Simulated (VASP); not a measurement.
# CdS (F-43m) in VASP: a series of runs

Runs on CdS. Level: PBE. Tasks: single point.

Program: VASP 6.6.1. These are calculated values, not measurements. Logs are shortened: lines on timing, memory, paths and dates and some standing lists are left out, and cuts for length are marked.

**1. The cell of the first run**

Symmetry: F-43m, No. 216, cubic system. Conventional cell: a = 5.985 Å, b = 5.985 Å, c = 5.985 Å, α = 90.00°, β = 90.00°, γ = 90.00°. Within 3.4 Å of Cd (site symmetry -43m) lie 4 S at 2.59 Å. Within 3.4 Å of S (site symmetry -43m) lie 4 Cd at 2.59 Å.

**2. Single point, PBE (volume scaled by 1.03)**

Input file INCAR:

```
ALGO = Normal
EDIFF = 1E-6
ENCUT = 520
GGA = PE
ISIF = 2
ISMEAR = 0
LASPH = T
LCHARG = F
LREAL = F
LWAVE = F
NBANDS = 16
NELM = 60
PREC = Accurate
SIGMA = 0.02
```

Input file KPOINTS:

```
k-points
0
Gamma
  8 8 8
```

Input file POSCAR:

```
CdS
1.0
    0.0000000000      2.9925517187      2.9925517187
    2.9925517187      0.0000000000      2.9925517187
    2.9925517187      2.9925517187      0.0000000000
Cd S
1 1
Direct
    0.0000000000      0.0000000000      0.0000000000
    0.2500000000      0.2500000000      0.2500000000
```

Potentials or basis: VASP PAW PBE potentials, release 64 (Cd, S).

On the command line:

```console
$ cat potpaw_PBE.64/Cd/POTCAR potpaw_PBE.64/S/POTCAR > POTCAR
$ mpirun -np 1 vasp_std > vasp.out
```

OUTCAR:

```text
EDIFF = 1E-6
   ENCUT = 520
   GGA = PE
   ISIF = 2
   ISMEAR = 0
   LASPH = T
   LREAL = F
   NELM = 60
   PREC = Accurate

 ion  position               nearest neighbor table
   1  0.000  0.000  0.000-   2 2.59   2 2.59   2 2.59   2 2.59
   2  0.250  0.250  0.250-   1 2.59   1 2.59   1 2.59   1 2.59

  LATTYP: Found a face centered cubic cell.
 ALAT       =     5.9851034374

  Lattice vectors:

 A1 = (   0.0000000000,   2.9925517187,   2.9925517187)
 A2 = (   2.9925517187,   0.0000000000,   2.9925517187)
 A3 = (   2.9925517187,   2.9925517187,   0.0000000000)

Analysis of symmetry for initial positions (statically):
=====================================================================
 Subroutine PRICEL returns:
 Original cell was already a primitive cell.

 Routine SETGRP: Setting up the symmetry group for a
 face centered cubic supercell.

 Subroutine GETGRP returns: Found 24 space group operations
 (whereof 24 operations were pure point group operations)
 out of a pool of 48 trial point group operations.

The static configuration has the point symmetry T_d .

Analysis of symmetry for dynamics (positions and initial velocities):
=====================================================================
 Subroutine PRICEL returns:
 Original cell was already a primitive cell.

 Routine SETGRP: Setting up the symmetry group for a
 face centered cubic supercell.

 Subroutine GETGRP returns: Found 24 space group operations
 (whereof 24 operations were pure point group operations)
 out of a pool of 48 trial point group operations.

The dynamic configuration has the point symmetry T_d .

 Subroutine INISYM returns: Found 24 space group operations
 (whereof 24 operations are pure point group operations),
 and found     1 'primitive' translations

----------------------------------------------------------------------------------------

                                     Primitive cell

  volume of cell :      53.5988

  direct lattice vectors                    reciprocal lattice vectors
     0.000000000  2.992551719  2.992551719    -0.167081490  0.167081490  0.167081490
     2.992551719  0.000000000  2.992551719     0.167081490 -0.167081490  0.167081490
     2.992551719  2.992551719  0.000000000     0.167081490  0.167081490 -0.167081490

  length of vectors
     4.232107227  4.232107227  4.232107227     0.289393630  0.289393630  0.289393630

  position of ions in fractional coordinates (direct lattice)
     0.000000000  0.000000000  0.000000000
     0.250000000  0.250000000  0.250000000

  ion indices of the primitive-cell ions
   primitive index   ion index
                 1           1
                 2           2

----------------------------------------------------------------------------------------

 KPOINTS: k-points

Automatic generation of k-mesh.
 Grid dimensions read from file:
 generate k-points for:    8    8    8

 Generating k-lattice:

  Cartesian coordinates                     Fractional coordinates (reciprocal lattice)
    -0.020885186  0.020885186  0.020885186     0.125000000  0.000000000  0.000000000
     0.020885186 -0.020885186  0.020885186     0.000000000  0.125000000  0.000000000
     0.020885186  0.020885186 -0.020885186     0.000000000  0.000000000  0.125000000

  Length of vectors
     0.036174204  0.036174204  0.036174204

  Shift w.r.t. Gamma in fractional coordinates (k-lattice)
     0.000000000  0.000000000  0.000000000

 Subroutine IBZKPT returns following result:
 ===========================================

 Found     29 irreducible k-points:

 Following reciprocal coordinates:
            Coordinates               Weight
  0.000000  0.000000  0.000000      1.000000
  0.125000  0.000000  0.000000      8.000000
  0.250000  0.000000  0.000000      8.000000
  0.375000  0.000000  0.000000      8.000000
  0.500000  0.000000  0.000000      4.000000
  0.125000  0.125000  0.000000      6.000000
[... 16 lines left out ...]
  0.500000  0.250000  0.125000     48.000000
 -0.375000  0.250000  0.125000     24.000000
 [... further k-points ...]
   k-points           NKPTS =     29   k-points in BZ     NKDIM =     29   number of bands    NBANDS=     16
   number of dos      NEDOS =    301   number of ions     NIONS =      2
   total plane-waves  NPLWV =  32768
   dimension x,y,z NGX =    32 NGY =   32 NGZ =   32
   dimension x,y,z NGXF=    64 NGYF=   64 NGZF=   64
   ions per type =               1   1
   NGX,Y,Z   is equivalent  to a cutoff of  12.57, 12.57, 12.57 a.u.
   NGXF,Y,Z  is equivalent  to a cutoff of  25.14, 25.14, 25.14 a.u.
 SYSTEM =  unknown system
   PREC   = accura    normal or accurate (medium, high low for compatibility)
   ISTART =      0    job   : 0-new  1-cont  2-samecut
   ICHARG =      2    charge: 1-file 2-atom 10-const
   ISPIN  =      1    spin polarized calculation?
   LNONCOLLINEAR =      F non collinear calculations
   LSORBIT =      F    spin-orbit coupling
   LASPH  =      T    aspherical Exc in radial PAW
   ENCUT  =  520.0 eV  38.22 Ry    6.18 a.u.   7.87  7.87  7.87*2*pi/ulx,y,z
   NELM   =     60;   NELMIN=  2; NELMDL= -5     # of ELM steps
   EDIFF  = 0.1E-05   stopping-criterion for ELM
   LREAL  =      F    real-space projection
   EDIFFG = 0.1E-04   stopping-criterion for IOM
   NSW    =      0    number of steps for IOM
   IBRION =     -1    ionic relax: 0-MD 1-quasi-New 2-CG
   NFREE  =      0    steps in history (QN), initial steepest desc. (CG)
   ISIF   =      2    stress and relaxation
   ISYM   =      2    0-nonsym 1-usesym 2-fastsym
   POTIM  = 0.5000    time-step for ionic-motion
   TEBEG  =    0.0;   TEEND  =   0.0 temperature during run
   PSTRESS=    0.0 pullay stress
   NELECT =      18.0000    total number of electrons
   NUPDOWN=      -1.0000    fix difference up-down
   EMIN   =  10.00;   EMAX   =-10.00  energy-range for DOS
   EFERMI =   0.00;   METHOD = LEGACY
   ISMEAR =     0;   SIGMA  =   0.02  broadening in eV -4-tet -1-fermi 0-gaus
   EFERMI_NEDOS =   21; number of points for ismear=-14 and -15
   IALGO  =     38    algorithm
   IMIX   =      4    mixing-type and parameters
     AMIX     =   0.40;   BMIX     =  1.00
     AMIX_MAG =   1.60;   BMIX_MAG =  1.00
  volume/ion in A,a.u.               =      26.80       180.85
  Fermi-wavevector in a.u.,A,eV,Ry     =   1.137926  2.150368 17.617850  1.294875
  Thomas-Fermi vector in A             =   2.274631
   LORBIT       =      0    0 simple, 1 ext, 2 COOP (PROOUT), +10 PAW based schemes
   GGA     = PE    functional components
   LHFCALC =     F    Hartree Fock is set to
   AEXX    =    0.0000 exact exchange contribution
   IVDW    =     0    specifies the selected vdW correction
   LEPSILON=     F    determine dielectric tensor
   LRPA    =     F    only Hartree local field effects (RPA)
 non-spin polarized calculation
 Gauss-broadening in eV      SIGMA  =   0.02
  energy-cutoff  :      520.00
  volume of cell :       53.60
 maximum number of plane-waves:      1459
   NGX = 15   NGY = 15   NGZ = 15

 number of electron      17.9999994 magnetization

 Free energy of the ion-electron system (eV)
  ---------------------------------------------------
  ext. energy  EPLUGINS =         0.00000000
  ---------------------------------------------------
  free energy    TOTEN  =        -6.14270076 eV

  energy without entropy =       -6.14270076  energy(sigma->0) =       -6.14270076

 E-fermi :   0.7670     XC(G=0):  -8.7933

 val. band max:        0.6859598441   @ k =   0.0000   0.0000   0.0000
 cond. band min:       1.6624366170   @ k =   0.0000   0.0000   0.0000
 fundamental gap:      0.9764767729
 Fermi energy:         0.7670359386

 k-point     1 :       0.0000    0.0000    0.0000
  band No.  band energies     occupation
      1     -11.2413      2.00000
      2      -6.7979      2.00000
      3      -6.7979      2.00000
      4      -6.7979      2.00000
      5      -6.4162      2.00000
      6      -6.4162      2.00000
[... 8 lines left out ...]
     15      12.0421      0.00000
     16      12.0421      0.00000

 k-point     2 :       0.1250    0.0000    0.0000
  band No.  band energies     occupation
      1     -11.1891      2.00000
      2      -6.7797      2.00000
      3      -6.7797      2.00000
      4      -6.7477      2.00000
      5      -6.4169      2.00000
      6      -6.4169      2.00000
[... 8 lines left out ...]
     15      11.4750      0.00000
     16      12.3390      0.00000

 k-point     3 :       0.2500    0.0000    0.0000
  band No.  band energies     occupation
      1     -11.0627      2.00000
      2      -6.7402      2.00000
      3      -6.7402      2.00000
      4      -6.5770      2.00000
      5      -6.4124      2.00000
      6      -6.4124      2.00000
[... 8 lines left out ...]
     15      11.2440      0.00000
     16      11.8191      0.00000

 k-point     4 :       0.3750    0.0000    0.0000
  band No.  band energies     occupation
      1     -10.9366      2.00000
      2      -6.7098      2.00000
      3      -6.7098      2.00000
      4      -6.3966      2.00000
      5      -6.3966      2.00000
      6      -6.2884      2.00000
[... 8 lines left out ...]
     15      12.0381      0.00000
     16      12.0381      0.00000

 k-point     5 :       0.5000    0.0000    0.0000
  band No.  band energies     occupation
      1     -10.8847      2.00000
      2      -6.7004      2.00000
      3      -6.7004      2.00000
      4      -6.3861      2.00000
      5      -6.3861      2.00000
      6      -6.1002      2.00000
[... 8 lines left out ...]
     15      13.0514      0.00000
     16      13.0514      0.00000

 k-point     6 :       0.1250    0.1250    0.0000
  band No.  band energies     occupation
      1     -11.1719      2.00000
      2      -6.7620      2.00000
      3      -6.7620      2.00000
      4      -6.7544      2.00000
      5      -6.4285      2.00000
      6      -6.4062      2.00000
[... 8 lines left out ...]
     15      12.1512      0.00000
     16      12.8600      0.00000
[... 267 lines left out ...]
 k-point    21 :       0.5000    0.5000    0.0000
  band No.  band energies     occupation
      1     -10.7744      2.00000
      2      -6.6093      2.00000
      3      -6.5196      2.00000
      4      -6.5196      2.00000
      5      -6.3475      2.00000
      6      -6.0417      2.00000
[... 8 lines left out ...]
     15      13.0136      0.00000
     16      13.9812      0.00000

 k-point    22 :       0.3750    0.2500    0.1250
  band No.  band energies     occupation
      1     -10.9700      2.00000
      2      -6.6964      2.00000
      3      -6.6763      2.00000
      4      -6.5267      2.00000
      5      -6.4049      2.00000
      6      -6.3618      2.00000
[... 8 lines left out ...]
     15      12.5227      0.00000
     16      14.2453      0.00000

 k-point    23 :       0.5000    0.2500    0.1250
  band No.  band energies     occupation
      1     -10.8708      2.00000
      2      -6.6680      2.00000
      3      -6.6476      2.00000
      4      -6.4622      2.00000
      5      -6.3887      2.00000
      6      -6.1579      2.00000
[... 8 lines left out ...]
     15      13.1576      0.00000
     16      13.5832      0.00000

 k-point    24 :      -0.3750    0.2500    0.1250
  band No.  band energies     occupation
      1     -10.8302      2.00000
      2      -6.6637      2.00000
      3      -6.6344      2.00000
      4      -6.4340      2.00000
      5      -6.3941      2.00000
      6      -6.0076      2.00000
[... 8 lines left out ...]
     15      12.7692      0.00000
     16      13.6007      0.00000

 [... further k-points ...]
[... 5 lines left out ...]
  --------------------------------------------------------------------------------------
  -------------------------------------------------------------------------------------
  Total       -0.4096086     -0.4096086     -0.4096086     -0.0000000     -0.0000000      0.0000000
  in kB      -12.2440369    -12.2440369    -12.2440369     -0.0000000     -0.0000000      0.0000000
  external PRESSURE =     -12.2440369 kB  Pullay stress =       0.0000000 kB

 VOLUME and BASIS-vectors are now :
 -----------------------------------------------------------------------------
  energy-cutoff  :      520.00
  volume of cell :       53.60
      direct lattice vectors                 reciprocal lattice vectors
     0.000000000  2.992551719  2.992551719    -0.167081490  0.167081490  0.167081490
     2.992551719  0.000000000  2.992551719     0.167081490 -0.167081490  0.167081490
     2.992551719  2.992551719  0.000000000     0.167081490  0.167081490 -0.167081490

 POSITION                                       TOTAL-FORCE (eV/Angst)
 -----------------------------------------------------------------------------------
      0.00000      0.00000      0.00000         0.000000      0.000000     -0.000000
      1.49628      1.49628      1.49628        -0.000000     -0.000000      0.000000
 -----------------------------------------------------------------------------------
    total drift:                               -0.000000     -0.000000     -0.000001

  FREE ENERGIE OF THE ION-ELECTRON SYSTEM (eV)
  ---------------------------------------------------
  free  energy   TOTEN  =        -6.1427007564 eV

  energy  without entropy=       -6.1427007564  energy(sigma->0) =       -6.14270076
```

Run time: 7.7 s. Hardware: 1 thread of Intel Xeon 6975P-C (Granite Rapids), shared host; peak memory 0.18 GiB.

What came out:

| Item | Value |
| --- | --- |
| Free energy | -6.1427 eV |
| Pressure | -1.2 GPa |
| Band gap on the k mesh | 0.98 eV, direct |

Levels at points of the mesh, in eV from the valence-band top:
```tsv
k point	band 5	band 6	band 7	band 8	band 9	band 10	band 11	band 12	band 13	band 14
(0.00, 0.00, 0.00)	-7.10	-7.10	0.00	0.00	0.00	0.98	6.55	6.55	6.55	11.01
(0.50, 0.00, 0.00)	-7.07	-6.79	-3.96	-0.65	-0.65	2.89	6.99	6.99	7.23	10.85
(0.50, 0.50, 0.00)	-7.03	-6.73	-3.62	-1.63	-1.63	3.67	4.23	8.92	10.32	10.32
```

(Continued in part 2 of 2.)
